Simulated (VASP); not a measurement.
Sb: vibrations by perturbation theory with LDA

Crystal: Sb.

```xyz
2
Lattice="2.1445 1.2381 3.6470 -2.1445 1.2381 3.6470 0.0000 -2.4762 3.6470" Properties=species:S:1:pos:R:3 pbc="T T T"
Sb    0.0000    0.0000    2.5912
Sb    0.0000    0.0000    8.3499
```

* Program: VASP 6.6.1
* Task: vibrations by perturbation theory
* Functional: LDA
* Potentials or basis: VASP PAW LDA potentials, release 64 (Sb)
* Cutoff: 520 eV
* k mesh: 12 × 12 × 12
* Occupations: fermi-dirac, width 0.15 eV
* Spin: no spin polarisation
* Dipole correction: no
* Further INCAR settings: ALGO = Normal; EDIFF = 1e-08; IBRION = 8; NSW = 1

```json
{"Highest phonon frequency at Γ": "130 cm⁻¹"}
```

Phonon frequencies in cm⁻¹ (negative: imaginary):
| q point | frequencies |
| --- | --- |
| (0.000, 0.000, 0.000) | 0 0 0 86 86 130 |

Run time: 28 min on 1 thread of AMD EPYC 7571, on a shared host, peak memory 0.93 GiB.
